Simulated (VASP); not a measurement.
# Si2W (I4/mmm) in VASP: further runs

The runs below take Si2W through single point, with PBEsol.

All numbers are computed with VASP 6.6.1; they aren't measurements. Logs are shortened: lines on timing, memory, paths and dates and some standing lists are left out, and cuts for length are marked.

## Step 1: The cell of the first run

The structure is tetragonal, space group I4/mmm (No. 139). The conventional cell has a = 3.244 Å, b = 3.244 Å, c = 8.432 Å, α = 90.00°, β = 90.00°, γ = 90.00°. Si (site symmetry 4mm) has 9 Si at 2.55 to 3.24 Å and 5 W at 2.63 to 2.94 Å within 3.4 Å. Within 3.5 Å of W (site symmetry 4/mmm) lie 10 Si at 2.63 to 2.94 Å and 4 W at 3.24 Å.

## Step 2: Single point, PBEsol (strained)

Contents of INCAR:

```
SYSTEM = Si2W
  PREC = Accurate
  ENCUT = 520
  EDIFF = 1E-7
  ISMEAR = 0
  SIGMA = 0.1
  LREAL = .False.
  LASPH = .True.
  NELM = 100
  ALGO = Normal
  ISIF = 2
  LWAVE = .False.
  LCHARG = .False.
  GGA = PS
  NBANDS = 18
```

Contents of KPOINTS:

```
Automatic mesh
0
Gamma
  18 18 18
  0 0 0
```

Contents of POSCAR:

```
Si2W
1.0
   -1.6221563600      1.6221563600      4.2160364000
    1.6221563600     -1.6221563600      4.2160364000
    1.6221563600      1.6221563600     -4.2160364000
Si W
2 1
Direct
    0.3485424476      0.3485424476      0.0000000000
    0.6514575524      0.6514575524      0.0000000000
    0.0000000000      0.0000000000      0.0000000000
```

Potentials or basis: VASP PAW PBE potentials, release 64 (Si, W_sv).

Launch:

```console
$ cat potpaw_PBE.64/Si/POTCAR potpaw_PBE.64/W_sv/POTCAR > POTCAR
$ mpirun -np 1 vasp_std > vasp.out
```

OUTCAR:

```text
SYSTEM = Si2W
   PREC = Accurate
   ENCUT = 520
   EDIFF = 1E-7
   ISMEAR = 0
   LREAL = .False.
   LASPH = .True.
   NELM = 100
   ISIF = 2
   GGA = PS

 ion  position               nearest neighbor table
   1  0.349  0.349  0.000-   2 2.55   3 2.63   3 2.63   3 2.63   3 2.63   2 2.83   2 2.83   2 2.83
                             2 2.83   3 2.94
   2  0.651  0.651  0.000-   1 2.55   3 2.63   3 2.63   3 2.63   3 2.63   1 2.83   1 2.83   1 2.83
                             1 2.83   3 2.94
   3  0.000  0.000  0.000-   2 2.63   2 2.63   2 2.63   1 2.63   2 2.63   1 2.63   1 2.63   1 2.63
                             1 2.94   2 2.94

  LATTYP: Found a body centered tetragonal cell.
 ALAT       =     3.2443127200
 C/A-ratio  =     2.5990320686

  Lattice vectors:

 A1 = (  -1.6221563600,   1.6221563600,   4.2160364000)
 A2 = (   1.6221563600,  -1.6221563600,   4.2160364000)
 A3 = (   1.6221563600,   1.6221563600,  -4.2160364000)

Analysis of symmetry for initial positions (statically):
=====================================================================
 Subroutine PRICEL returns:
 Original cell was already a primitive cell.

 Routine SETGRP: Setting up the symmetry group for a
 body centered tetragonal supercell.

 Subroutine GETGRP returns: Found 16 space group operations
 (whereof 16 operations were pure point group operations)
 out of a pool of 16 trial point group operations.

The static configuration has the point symmetry D_4h.

Analysis of symmetry for dynamics (positions and initial velocities):
=====================================================================
 Subroutine PRICEL returns:
 Original cell was already a primitive cell.

 Routine SETGRP: Setting up the symmetry group for a
 body centered tetragonal supercell.

 Subroutine GETGRP returns: Found 16 space group operations
 (whereof 16 operations were pure point group operations)
 out of a pool of 16 trial point group operations.

The dynamic configuration has the point symmetry D_4h.

 Subroutine INISYM returns: Found 16 space group operations
 (whereof 16 operations are pure point group operations),
 and found     1 'primitive' translations

----------------------------------------------------------------------------------------

                                     Primitive cell

  volume of cell :      44.3762

  direct lattice vectors                    reciprocal lattice vectors
    -1.622156360  1.622156360  4.216036400     0.000000000  0.308231692  0.118594802
     1.622156360 -1.622156360  4.216036400     0.308231692  0.000000000  0.118594802
     1.622156360  1.622156360 -4.216036400     0.308231692  0.308231692  0.000000000

  length of vectors
     4.799765144  4.799765144  4.799765144     0.330259751  0.330259751  0.435905440

  position of ions in fractional coordinates (direct lattice)
     0.348542448  0.348542448  0.000000000
     0.651457552  0.651457552  0.000000000
     0.000000000  0.000000000  0.000000000

  ion indices of the primitive-cell ions
   primitive index   ion index
                 1           1
                 2           2
                 3           3

----------------------------------------------------------------------------------------

 KPOINTS: Automatic mesh

Automatic generation of k-mesh.
 Grid dimensions read from file:
 generate k-points for:   18   18   18

 Generating k-lattice:

  Cartesian coordinates                     Fractional coordinates (reciprocal lattice)
     0.000000000  0.017123983  0.006588600     0.055555556 -0.000000000  0.000000000
     0.017123983  0.000000000  0.006588600    -0.000000000  0.055555556  0.000000000
     0.017123983  0.017123983  0.000000000     0.000000000  0.000000000  0.055555556

  Length of vectors
     0.018347764  0.018347764  0.024216969

  Shift w.r.t. Gamma in fractional coordinates (k-lattice)
     0.000000000  0.000000000  0.000000000

 Subroutine IBZKPT returns following result:
 ===========================================

 Found    480 irreducible k-points:

 Following reciprocal coordinates:
            Coordinates               Weight
  0.000000  0.000000  0.000000      1.000000
  0.055556 -0.000000  0.000000      8.000000
  0.111111 -0.000000  0.000000      8.000000
  0.166667  0.000000  0.000000      8.000000
  0.222222 -0.000000  0.000000      8.000000
  0.277778 -0.000000  0.000000      8.000000
[... 16 lines left out ...]
 -0.277778  0.055556 -0.000000     16.000000
 -0.222222  0.055556  0.000000     16.000000
 [... further k-points ...]
   k-points           NKPTS =    480   k-points in BZ     NKDIM =    480   number of bands    NBANDS=     18
   number of dos      NEDOS =    301   number of ions     NIONS =      3
   total plane-waves  NPLWV =  46656
   dimension x,y,z NGX =    36 NGY =   36 NGZ =   36
   dimension x,y,z NGXF=    72 NGYF=   72 NGZF=   72
   ions per type =               2   1
   NGX,Y,Z   is equivalent  to a cutoff of  12.47, 12.47, 12.47 a.u.
   NGXF,Y,Z  is equivalent  to a cutoff of  24.94, 24.94, 24.94 a.u.
 SYSTEM =  Si2W
   PREC   = accura    normal or accurate (medium, high low for compatibility)
   ISTART =      0    job   : 0-new  1-cont  2-samecut
   ICHARG =      2    charge: 1-file 2-atom 10-const
   ISPIN  =      1    spin polarized calculation?
   LNONCOLLINEAR =      F non collinear calculations
   LSORBIT =      F    spin-orbit coupling
   LASPH  =      T    aspherical Exc in radial PAW
   ENCUT  =  520.0 eV  38.22 Ry    6.18 a.u.   8.92  8.92  8.92*2*pi/ulx,y,z
   NELM   =    100;   NELMIN=  2; NELMDL= -5     # of ELM steps
   EDIFF  = 0.1E-06   stopping-criterion for ELM
   LREAL  =      F    real-space projection
   EDIFFG = 0.1E-05   stopping-criterion for IOM
   NSW    =      0    number of steps for IOM
   IBRION =     -1    ionic relax: 0-MD 1-quasi-New 2-CG
   NFREE  =      0    steps in history (QN), initial steepest desc. (CG)
   ISIF   =      2    stress and relaxation
   ISYM   =      2    0-nonsym 1-usesym 2-fastsym
   POTIM  = 0.5000    time-step for ionic-motion
   TEBEG  =    0.0;   TEEND  =   0.0 temperature during run
   PSTRESS=    0.0 pullay stress
   NELECT =      22.0000    total number of electrons
   NUPDOWN=      -1.0000    fix difference up-down
   EMIN   =  10.00;   EMAX   =-10.00  energy-range for DOS
   EFERMI =   0.00;   METHOD = LEGACY
   ISMEAR =     0;   SIGMA  =   0.10  broadening in eV -4-tet -1-fermi 0-gaus
   EFERMI_NEDOS =   21; number of points for ismear=-14 and -15
   IALGO  =     38    algorithm
   IMIX   =      4    mixing-type and parameters
     AMIX     =   0.40;   BMIX     =  1.00
     AMIX_MAG =   1.60;   BMIX_MAG =  1.00
  volume/ion in A,a.u.               =      14.79        99.82
  Fermi-wavevector in a.u.,A,eV,Ry     =   1.295684  2.448488 22.841424  1.678797
  Thomas-Fermi vector in A             =   2.427188
   LORBIT       =      0    0 simple, 1 ext, 2 COOP (PROOUT), +10 PAW based schemes
   GGA     = PS    functional components
   LHFCALC =     F    Hartree Fock is set to
   AEXX    =    0.0000 exact exchange contribution
   IVDW    =     0    specifies the selected vdW correction
   LEPSILON=     F    determine dielectric tensor
   LRPA    =     F    only Hartree local field effects (RPA)
 non-spin polarized calculation
 Gauss-broadening in eV      SIGMA  =   0.10
  energy-cutoff  :      520.00
  volume of cell :       44.38
 maximum number of plane-waves:      1218
   NGX = 17   NGY = 17   NGZ = 17

 number of electron      22.0000002 magnetization

 Free energy of the ion-electron system (eV)
  ---------------------------------------------------
  ext. energy  EPLUGINS =         0.00000000
  ---------------------------------------------------
  free energy    TOTEN  =       -26.14168011 eV

  energy without entropy =      -26.13997557  energy(sigma->0) =      -26.14082784

 E-fermi :  10.5732     XC(G=0): -12.1519

 val. band max:       10.5423788906   @ k =   0.2778   0.2778   0.1667
 cond. band min:      10.5789914780   @ k =   0.2222   0.2222   0.2222
 fundamental gap:      0.0366125874
 Fermi energy:        10.5731999097

 k-point     1 :       0.0000    0.0000    0.0000
  band No.  band energies     occupation
      1     -63.3936      2.00000
      2     -27.6111      2.00000
      3     -27.6111      2.00000
      4     -27.5834      2.00000
      5      -2.6959      2.00000
      6       3.8263      2.00000
[... 10 lines left out ...]
     17      15.9744      0.00000
     18      15.9744      0.00000

 k-point     2 :       0.0556   -0.0000    0.0000
  band No.  band energies     occupation
      1     -63.3934      2.00000
      2     -27.6171      2.00000
      3     -27.6105      2.00000
      4     -27.5828      2.00000
      5      -2.6388      2.00000
      6       3.8186      2.00000
[... 10 lines left out ...]
     17      15.9744      0.00000
     18      16.3438      0.00000

 k-point     3 :       0.1111   -0.0000    0.0000
  band No.  band energies     occupation
      1     -63.3928      2.00000
      2     -27.6343      2.00000
      3     -27.6090      2.00000
      4     -27.5812      2.00000
      5      -2.4686      2.00000
      6       3.7910      2.00000
[... 10 lines left out ...]
     17      15.9978      0.00000
     18      17.1440      0.00000

 k-point     4 :       0.1667    0.0000    0.0000
  band No.  band energies     occupation
      1     -63.3920      2.00000
      2     -27.6605      2.00000
      3     -27.6065      2.00000
      4     -27.5788      2.00000
      5      -2.1888      2.00000
      6       3.7301      2.00000
[... 375 lines left out ...]
      4     -27.5687      2.00000
      5      -0.7928      2.00000
      6       3.2763      2.00000
[... 10 lines left out ...]
     17      17.5680      0.00000
     18      18.5620      0.00000

 k-point    23 :      -0.2778    0.0556   -0.0000
  band No.  band energies     occupation
      1     -63.3896      2.00000
      2     -27.7256      2.00000
      3     -27.6061      2.00000
      4     -27.5717      2.00000
      5      -1.3434      2.00000
      6       3.6625      2.00000
[... 10 lines left out ...]
     17      16.8777      0.00000
     18      19.0072      0.00000

 k-point    24 :      -0.2222    0.0556    0.0000
  band No.  band energies     occupation
      1     -63.3907      2.00000
      2     -27.6918      2.00000
      3     -27.6093      2.00000
      4     -27.5750      2.00000
      5      -1.8080      2.00000
      6       3.9023      2.00000
[... 10 lines left out ...]
     17      16.5329      0.00000
     18      19.1944      0.00000

 [... further k-points ...]

------------------------ aborting loop because EDIFF is reached ----------------------------------------

  FORCE on cell =-STRESS in cart. coord.  units (eV):
  Direction    XX          YY          ZZ          XY          YZ          ZX
  --------------------------------------------------------------------------------------
  -------------------------------------------------------------------------------------
  Total       -2.7370702     -2.7370702     -6.6187784      0.0000000      0.0000000      0.0000000
  in kB      -98.8204307    -98.8204307   -238.9673977      0.0000000      0.0000000      0.0000000
  external PRESSURE =    -145.5360863 kB  Pullay stress =       0.0000000 kB

 VOLUME and BASIS-vectors are now :
 -----------------------------------------------------------------------------
  energy-cutoff  :      520.00
  volume of cell :       44.38
      direct lattice vectors                 reciprocal lattice vectors
    -1.622156360  1.622156360  4.216036400     0.000000000  0.308231692  0.118594802
     1.622156360 -1.622156360  4.216036400     0.308231692  0.000000000  0.118594802
     1.622156360  1.622156360 -4.216036400     0.308231692  0.308231692  0.000000000

 POSITION                                       TOTAL-FORCE (eV/Angst)
 -----------------------------------------------------------------------------------
      0.00000      0.00000      2.93894        -0.000000     -0.000000     -1.232496
      0.00000      0.00000      5.49314        -0.000000     -0.000000      1.232496
      0.00000      0.00000      0.00000         0.000000      0.000000     -0.000000
 -----------------------------------------------------------------------------------
    total drift:                                0.000000     -0.000000     -0.000000

  FREE ENERGIE OF THE ION-ELECTRON SYSTEM (eV)
  ---------------------------------------------------
  free  energy   TOTEN  =       -26.1416801078 eV

  energy  without entropy=      -26.1399755679  energy(sigma->0) =      -26.14082784
```

Wall time 5.1 min (1 thread of AMD EPYC 9R45 (Zen 5), shared host); peak memory 0.46 GiB.

Results:

| Property | Result |
| --- | --- |
| Free energy | -26.1417 eV |
| Pressure | -14.6 GPa |
| Largest force | 1.232 eV/Å |
| Band gap on the k mesh | zero (bands 11 and 12 overlap by 0.83 eV) |

Forces in eV/Å, atoms in the order of the input:
```
Si   0.000  0.000 -1.232
Si   0.000  0.000  1.232
W    0.000  0.000  0.000
```

Caveat: the cell differs from its parent crystal (strained); the stress differs along the axes, from -24 to -10 GPa; the PAW data sets were made with another functional, which shifts forces and pressure a little; spin-orbit coupling is left out, which moves the levels of the heavy elements.

## Step 3: Single point, PBEsol (strained)

Contents of INCAR:

```
SYSTEM = Si2W
ALGO = Normal ; EDIFF = 1E-7
ENCUT = 520 ; GGA = PS
ISIF = 2 ; ISMEAR = 0
LASPH = .TRUE. ; LCHARG = .FALSE.
LREAL = .FALSE. ; LWAVE = .FALSE.
NBANDS = 18 ; NELM = 80
PREC = Accurate ; SIGMA = 0.1
```

Contents of KPOINTS:

```
k-points
0
G
  18 18 18
  0 0 0
```

Contents of POSCAR:

```
Si2W
1.0
   -1.6847903600      1.6847903600      4.0150964000
    1.6847903600     -1.6847903600      4.0150964000
    1.6847903600      1.6847903600     -4.0150964000
Si W
2 1
Direct
    0.3283372657      0.3283372657      0.0000000000
    0.6716627343      0.6716627343      0.0000000000
    0.0000000000      0.0000000000      0.0000000000
```

Potentials or basis: VASP PAW PBE potentials, release 64 (Si, W_sv).

Launch:

```console
$ cat potpaw_PBE.64/Si/POTCAR potpaw_PBE.64/W_sv/POTCAR > POTCAR
$ mpirun -np 1 vasp_std > vasp.out
```

Run time: 4.9 min. Hardware: 1 thread of AMD EPYC 9R45 (Zen 5), shared host; peak memory 0.46 GiB.

It converged, with:

| Property | Result |
| --- | --- |
| Free energy | -26.1461 eV |
| Pressure | -22.5 GPa |
| Largest force | 0.955 eV/Å |
| Band gap on the k mesh | zero (bands 11 and 12 overlap by 1.13 eV) |

Forces in eV/Å, atoms in the order of the input:
```
Si   0.000  0.000  0.955
Si   0.000  0.000 -0.955
W    0.000  0.000  0.000
```

Stress tensor (GPa, compression positive):
```
-23.86   0.00   0.00
  0.00 -23.86   0.00
  0.00   0.00 -19.77
```

Levels at points of the mesh, in eV from the Fermi level:
| k point | band 8 | band 9 | band 10 | band 11 | band 12 | band 13 | band 14 | band 15 |
| --- | --- | --- | --- | --- | --- | --- | --- | --- |
| (0.00, 0.00, 0.00) | -2.70 | -2.70 | -2.61 | 0.57 | 1.74 | 3.02 | 3.02 | 3.12 |
| (0.50, 0.00, 0.00) | -4.28 | -2.41 | -2.33 | -0.37 | 2.19 | 2.29 | 3.59 | 3.98 |
| (0.50, 0.50, 0.00) | -5.58 | -4.68 | -2.58 | -1.39 | 2.37 | 2.41 | 2.55 | 3.57 |
| (0.50, 0.50, 0.50) | -2.63 | -1.04 | -1.04 | -0.36 | -0.36 | 0.73 | 3.84 | 4.28 |

Caveat: the cell differs from its parent crystal (strained); the cell stands under tension; the PAW data sets were made with another functional, which shifts forces and pressure a little; spin-orbit coupling is left out, which moves the levels of the heavy elements.

## Step 4: Single point, PBEsol

This run uses another cell than the first one: it holds 12 atoms, not 3.

Contents of INCAR:

```
SYSTEM = Si2W
PREC = Accurate
ENCUT = 520
EDIFF = 1E-7
ISMEAR = 0
SIGMA = 0.15
LREAL = .FALSE.
LASPH = .TRUE.
NELM = 100
ALGO = Fast
ISIF = 2
LWAVE = .FALSE.
LCHARG = .FALSE.
GGA = PS
NBANDS = 56
```

Contents of KPOINTS:

```
regular mesh
0
G
  15 15 3
  0 0 0
```

Contents of POSCAR:

```
Si2W
1.0
   -3.2024995638      0.0000000000      0.0000000000
    0.0000000000     -3.2024995638      0.0000000000
    0.0000000000      0.0000000000     15.6314650473
Si W
8 4
Direct
    0.5000000000      0.5000000000      0.4172494723
    1.0000000000      1.0000000000      0.1672494723
    0.5000000000      0.5000000000      0.9172494723
    1.0000000000      1.0000000000      0.6672494723
    0.5000000000      0.5000000000      0.5827505277
    1.0000000000      1.0000000000      0.3327505277
    0.5000000000      0.5000000000      0.0827505277
    1.0000000000      1.0000000000      0.8327505277
    0.0000000000      1.0000000000      0.0000000000
    0.5000000000      0.5000000000      0.7500000000
    0.0000000000      0.0000000000      0.5000000000
    0.5000000000      0.5000000000      0.2500000000
```

Launch:

```console
$ cat potpaw_PBE.64/Si/POTCAR potpaw_PBE.64/W_sv/POTCAR > POTCAR
$ mpirun -np 1 vasp_std > vasp.out
```

It took 24 min on 1 thread of Oxide Virtual Turin-like, shared host; peak memory 0.53 GiB.

Results (log left out):

```yaml
Free_energy: -106.5620 eV
Pressure: 0.4 GPa
Band_gap_on_the_k_mesh: zero (bands 44 and 45 overlap by 1.16 eV)
```

Levels at points of the mesh, in eV from the Fermi level:
| k point | band 41 | band 42 | band 43 | band 44 | band 45 | band 46 | band 47 | band 48 |
| --- | --- | --- | --- | --- | --- | --- | --- | --- |
| (0.00, 0.00, 0.00) | -0.52 | -0.52 | 0.62 | 0.70 | 0.70 | 0.80 | 1.58 | 1.58 |

Caveat: the PAW data sets were made with another functional, which shifts forces and pressure a little; spin-orbit coupling is left out, which moves the levels of the heavy elements.

## Step 5: The runs side by side

```csv
cell,k mesh,smearing,gap on the mesh (eV),pressure (GPa),largest force (eV/Å)
"a = 4.800 Å, angles 140.5, 140.5, 57.1°, 3 atoms, atomic positions A",18 × 18 × 18,gaussian 0.1 eV,none,-14.6,1.23
"a = 4.669 Å, angles 137.7, 137.7, 61.4°, 3 atoms, atomic positions B",18 × 18 × 18,gaussian 0.1 eV,none,-22.5,0.96
"a = 3.202, b = 3.202, c = 15.631 Å, 12 atoms, atomic positions C",15 × 15 × 3,gaussian 0.15 eV,none,0.4,-
```

Alike in all rows: task single point; level PBEsol; potentials or basis VASP PAW PBE potentials, release 64 (Si, W_sv); no spin polarisation; cutoff (eV) 520.

Caveats: the PAW data sets were made with another functional, which shifts forces and pressure a little; spin-orbit coupling is left out, which moves the levels of the heavy elements; the stress differs along the axes, from -24 to -10 GPa (at least some runs); the cell stands under tension (at least some runs).

Total energies depend on the potentials used, so only differences within one code and one set of settings carry meaning.

The gap in the log of VASP goes by the Fermi energy; the results here count the filled bands.